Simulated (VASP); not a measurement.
# InAs (F-43m) in VASP: relaxation of cell and atoms with r2SCAN

Aim: the relaxation of cell and atoms of InAs with r2SCAN.

All numbers are computed with VASP 6.6.1; they aren't measurements. Logs are shortened: lines on timing, memory, paths and dates and some standing lists are left out, and cuts for length are marked.

### Step 1. The cell of the first run

It takes space group F-43m (No. 216, cubic). Conventional cell: a = 6.107 Å, b = 6.107 Å, c = 6.107 Å, α = 90.00°, β = 90.00°, γ = 90.00°. Within 3.5 Å of In (site symmetry -43m) lie 4 As at 2.64 Å. Within 3.5 Å of As (site symmetry -43m) lie 4 In at 2.64 Å.

### Step 2. Relaxation of cell and atoms, r2SCAN

Input file POSCAR:

```
InAs
1.0
    0.0000000000      3.0535616600      3.0535616600
    3.0535616600      0.0000000000      3.0535616600
    3.0535616600      3.0535616600      0.0000000000
In As
1 1
Direct
    0.2500000000      0.2500000000      0.2500000000
    0.0000000000      0.0000000000      0.0000000000
```

Input file INCAR.step1:

```
ALGO = Normal
EDIFF = 1E-4
ENCUT = 600
GGA = PE
ISMEAR = 0
LASPH = True
LCHARG = False
LREAL = False
LWAVE = True
NELM = 100
PREC = Accurate
SIGMA = 0.01
```

Input file INCAR.step2:

```
ALGO = Normal
EDIFF = 1E-7
EDIFFG = -0.002
ENCUT = 600
IBRION = 2
ISIF = 3
ISMEAR = 0
ISTART = 1
LASPH = True
LCHARG = False
LMIXTAU = True
LREAL = False
LWAVE = False
METAGGA = R2SCAN
NELM = 100
NSW = 100
PREC = Accurate
SIGMA = 0.01
```

Input file KPOINTS:

```
k-points
0
Gamma
  14 14 14
```

Potentials or basis: VASP PAW PBE potentials, release 64 (In_d, As).

Started as:

```console
$ cat potpaw_PBE.64/In_d/POTCAR potpaw_PBE.64/As/POTCAR > POTCAR
$ cp INCAR.step1 INCAR
$ mpirun -np 1 vasp_std > vasp.out
$ cp INCAR.step2 INCAR
$ mpirun -np 1 vasp_std > vasp.out
```

OUTCAR:

```text
EDIFF = 1E-7
   EDIFFG = -0.002
   ENCUT = 600
   IBRION = 2
   ISIF = 3
   ISMEAR = 0
   ISTART = 1
   LASPH = True
   LREAL = False
   METAGGA = R2SCAN
   NELM = 100
   NSW = 100
   PREC = Accurate

 ion  position               nearest neighbor table
   1  0.250  0.250  0.250-   2 2.64   2 2.64   2 2.64   2 2.64
   2  0.000  0.000  0.000-   1 2.64   1 2.64   1 2.64   1 2.64

  LATTYP: Found a face centered cubic cell.
 ALAT       =     6.1071233200

  Lattice vectors:

 A1 = (   0.0000000000,   3.0535616600,   3.0535616600)
 A2 = (   3.0535616600,   0.0000000000,   3.0535616600)
 A3 = (   3.0535616600,   3.0535616600,   0.0000000000)

Analysis of symmetry for initial positions (statically):
=====================================================================
 Subroutine PRICEL returns:
 Original cell was already a primitive cell.

 Routine SETGRP: Setting up the symmetry group for a
 face centered cubic supercell.

 Subroutine GETGRP returns: Found 24 space group operations
 (whereof 24 operations were pure point group operations)
 out of a pool of 48 trial point group operations.

The static configuration has the point symmetry T_d .

Analysis of symmetry for dynamics (positions and initial velocities):
=====================================================================
 Subroutine PRICEL returns:
 Original cell was already a primitive cell.

 Routine SETGRP: Setting up the symmetry group for a
 face centered cubic supercell.

 Subroutine GETGRP returns: Found 24 space group operations
 (whereof 24 operations were pure point group operations)
 out of a pool of 48 trial point group operations.

The dynamic configuration has the point symmetry T_d .

 Subroutine INISYM returns: Found 24 space group operations
 (whereof 24 operations are pure point group operations),
 and found     1 'primitive' translations

----------------------------------------------------------------------------------------

                                     Primitive cell

  volume of cell :      56.9443

  direct lattice vectors                    reciprocal lattice vectors
     0.000000000  3.053561660  3.053561660    -0.163743214  0.163743214  0.163743214
     3.053561660  0.000000000  3.053561660     0.163743214 -0.163743214  0.163743214
     3.053561660  3.053561660  0.000000000     0.163743214  0.163743214 -0.163743214

  length of vectors
     4.318388313  4.318388313  4.318388313     0.283611566  0.283611566  0.283611566

  position of ions in fractional coordinates (direct lattice)
     0.250000000  0.250000000  0.250000000
     0.000000000  0.000000000  0.000000000

  ion indices of the primitive-cell ions
   primitive index   ion index
                 1           1
                 2           2

----------------------------------------------------------------------------------------

 KPOINTS: k-points

Automatic generation of k-mesh.
 Grid dimensions read from file:
 generate k-points for:   14   14   14

 Generating k-lattice:

  Cartesian coordinates                     Fractional coordinates (reciprocal lattice)
    -0.011695944  0.011695944  0.011695944     0.071428571  0.000000000  0.000000000
     0.011695944 -0.011695944  0.011695944     0.000000000  0.071428571  0.000000000
     0.011695944  0.011695944 -0.011695944     0.000000000  0.000000000  0.071428571

  Length of vectors
     0.020257969  0.020257969  0.020257969

  Shift w.r.t. Gamma in fractional coordinates (k-lattice)
     0.000000000  0.000000000  0.000000000

 Subroutine IBZKPT returns following result:
 ===========================================

 Found    104 irreducible k-points:

 Following reciprocal coordinates:
            Coordinates               Weight
  0.000000  0.000000  0.000000      1.000000
  0.071429  0.000000  0.000000      8.000000
  0.142857  0.000000  0.000000      8.000000
  0.214286  0.000000  0.000000      8.000000
  0.285714  0.000000  0.000000      8.000000
  0.357143  0.000000  0.000000      8.000000
[... 16 lines left out ...]
  0.214286  0.142857  0.000000     24.000000
  0.285714  0.142857  0.000000     24.000000
 [... further k-points ...]
   k-points           NKPTS =    104   k-points in BZ     NKDIM =    104   number of bands    NBANDS=     13
   number of dos      NEDOS =    301   number of ions     NIONS =      2
   total plane-waves  NPLWV =  46656
   dimension x,y,z NGX =    36 NGY =   36 NGZ =   36
   dimension x,y,z NGXF=    72 NGYF=   72 NGZF=   72
   ions per type =               1   1
   NGX,Y,Z   is equivalent  to a cutoff of  13.86, 13.86, 13.86 a.u.
   NGXF,Y,Z  is equivalent  to a cutoff of  27.72, 27.72, 27.72 a.u.
 SYSTEM =  unknown system
   PREC   = accura    normal or accurate (medium, high low for compatibility)
   ISTART =      1    job   : 0-new  1-cont  2-samecut
   ICHARG =      0    charge: 1-file 2-atom 10-const
   ISPIN  =      1    spin polarized calculation?
   LNONCOLLINEAR =      F non collinear calculations
   LSORBIT =      F    spin-orbit coupling
   LASPH  =      T    aspherical Exc in radial PAW
   ENCUT  =  600.0 eV  44.10 Ry    6.64 a.u.   8.62  8.62  8.62*2*pi/ulx,y,z
   NELM   =    100;   NELMIN=  2; NELMDL=  0     # of ELM steps
   EDIFF  = 0.1E-06   stopping-criterion for ELM
   LREAL  =      F    real-space projection
   EDIFFG = -.2E-02   stopping-criterion for IOM
   NSW    =    100    number of steps for IOM
   IBRION =      2    ionic relax: 0-MD 1-quasi-New 2-CG
   NFREE  =      1    steps in history (QN), initial steepest desc. (CG)
   ISIF   =      3    stress and relaxation
   ISYM   =      2    0-nonsym 1-usesym 2-fastsym
   POTIM  = 0.5000    time-step for ionic-motion
   TEBEG  =    0.0;   TEEND  =   0.0 temperature during run
   PSTRESS=    0.0 pullay stress
   NELECT =      18.0000    total number of electrons
   NUPDOWN=      -1.0000    fix difference up-down
   EMIN   =  10.00;   EMAX   =-10.00  energy-range for DOS
   EFERMI =   0.00;   METHOD = LEGACY
   ISMEAR =     0;   SIGMA  =   0.01  broadening in eV -4-tet -1-fermi 0-gaus
   EFERMI_NEDOS =   21; number of points for ismear=-14 and -15
   IALGO  =     38    algorithm
   IMIX   =      4    mixing-type and parameters
     AMIX     =   0.40;   BMIX     =  1.00
     AMIX_MAG =   1.60;   BMIX_MAG =  1.00
  volume/ion in A,a.u.               =      28.47       192.14
  Fermi-wavevector in a.u.,A,eV,Ry     =   1.115190  2.107404 16.920877  1.243649
  Thomas-Fermi vector in A             =   2.251793
   LORBIT       =      0    0 simple, 1 ext, 2 COOP (PROOUT), +10 PAW based schemes
   METAGGA = R2SCAN    functional components
   LHFCALC =     F    Hartree Fock is set to
   AEXX    =    0.0000 exact exchange contribution
   IVDW    =     0    specifies the selected vdW correction
   LEPSILON=     F    determine dielectric tensor
   LRPA    =     F    only Hartree local field effects (RPA)
 conjugate gradient relaxation of ions
 non-spin polarized calculation
 Gauss-broadening in eV      SIGMA  =   0.01
  energy-cutoff  :      600.00
  volume of cell :       56.94
 maximum number of plane-waves:      1924
   NGX = 17   NGY = 17   NGZ = 17

--------------------------------------- Ionic step        1  -------------------------------------------

 number of electron      18.0000002 magnetization

 Free energy of the ion-electron system (eV)
  ---------------------------------------------------
  ext. energy  EPLUGINS =         0.00000000
  ---------------------------------------------------
  free energy    TOTEN  =       -38.06332201 eV

  energy without entropy =      -38.06332201  energy(sigma->0) =      -38.06332201

------------------------ aborting loop because EDIFF is reached ----------------------------------------

  FORCE on cell =-STRESS in cart. coord.  units (eV):
  Direction    XX          YY          ZZ          XY          YZ          ZX
  --------------------------------------------------------------------------------------
  -------------------------------------------------------------------------------------
  Total        0.0260378      0.0260378      0.0260378     -0.0000000      0.0000000     -0.0000000
  in kB        0.7325956      0.7325956      0.7325956     -0.0000000      0.0000000     -0.0000000
  external PRESSURE =       0.7325956 kB  Pullay stress =       0.0000000 kB
[... 57 lines left out ...]
  energy  without entropy=      -38.0633307995  energy(sigma->0) =      -38.06333080

--------------------------------------- Ionic step        3  -------------------------------------------

 number of electron      18.0000002 magnetization

 Free energy of the ion-electron system (eV)
  ---------------------------------------------------
  ext. energy  EPLUGINS =         0.00000000
  ---------------------------------------------------
  free energy    TOTEN  =       -38.06333613 eV

  energy without entropy =      -38.06333613  energy(sigma->0) =      -38.06333613

 E-fermi :   4.0048     XC(G=0):  -9.5160

 val. band max:        3.9642037893   @ k =   0.0000   0.0000   0.0000
 cond. band min:       4.0439250544   @ k =   0.0000   0.0000   0.0000
 fundamental gap:      0.0797212651
 Fermi energy:         4.0048082194

 k-point     1 :       0.0000    0.0000    0.0000
  band No.  band energies     occupation
      1     -10.8270      2.00000
      2     -10.8270      2.00000
      3     -10.8270      2.00000
      4     -10.6926      2.00000
      5     -10.6926      2.00000
      6      -8.1356      2.00000
      7       3.9642      2.00000
      8       3.9642      2.00000
      9       3.9642      2.00000
     10       4.0439      0.00000
     11       8.2213      0.00000
     12       8.2213      0.00000
     13       8.2213      0.00000
[... 353 lines left out ...]
 k-point    24 :       0.2857    0.1429    0.0000
  band No.  band energies     occupation
      1     -10.9089      2.00000
      2     -10.8001      2.00000
      3     -10.7972      2.00000
      4     -10.7015      2.00000
      5     -10.6848      2.00000
      6      -7.4187      2.00000
      7       0.3008      2.00000
      8       2.7933      2.00000
      9       2.8683      2.00000
     10       6.5306      0.00000
     11       7.6377      0.00000
     12       9.6795      0.00000
     13       9.8547      0.00000

 [... further k-points ...]

------------------------ aborting loop because EDIFF is reached ----------------------------------------

  FORCE on cell =-STRESS in cart. coord.  units (eV):
  Direction    XX          YY          ZZ          XY          YZ          ZX
  --------------------------------------------------------------------------------------
  -------------------------------------------------------------------------------------
  Total        0.0034183      0.0034183      0.0034183      0.0000000      0.0000000      0.0000000
  in kB        0.0960684      0.0960684      0.0960684      0.0000000      0.0000000      0.0000000
  external PRESSURE =       0.0960684 kB  Pullay stress =       0.0000000 kB
[... 17 lines left out ...]
  FREE ENERGIE OF THE ION-ELECTRON SYSTEM (eV)
  ---------------------------------------------------
  free  energy   TOTEN  =       -38.0633361295 eV

  energy  without entropy=      -38.0633361295  energy(sigma->0) =      -38.06333613

 reached required accuracy - stopping structural energy minimisation
```

Wall time 9.5 min (1 thread of AMD EPYC 9R45 (Zen 5), shared host); peak memory 0.27 GiB.

Results:

| Property | Result |
| --- | --- |
| Free energy | -38.0633 eV |
| Relaxed volume | 28.50 Å³/atom |
| Relaxed cell | a = 4.320 Å, b = 4.320 Å, c = 4.320 Å, α = 60.00°, β = 60.00°, γ = 60.00° |
| Space group after relaxing (to 0.1 Å) | F-43m (No. 216) |
| Energy gained by relaxing | 0.0 meV/atom |
| Ionic steps | 3 |
| Pressure after relaxing | 0.0 GPa |
| Band gap on the k mesh | 0.08 eV |

Final structure:
```yaml
crystal:
  lattice:
    - [0.00000, 3.05470, 3.05470]
    - [3.05470, 0.00000, 3.05470]
    - [3.05470, 3.05470, 0.00000]
  atoms:
    - { symbol: In, position: [0.25000, 0.25000, 0.25000] }
    - { symbol: As, position: [0.00000, 0.00000, 0.00000] }
```

Caveat: the PAW data sets were made with another functional, which shifts forces and pressure a little; spin-orbit coupling is left out, which moves the levels of the heavy elements.
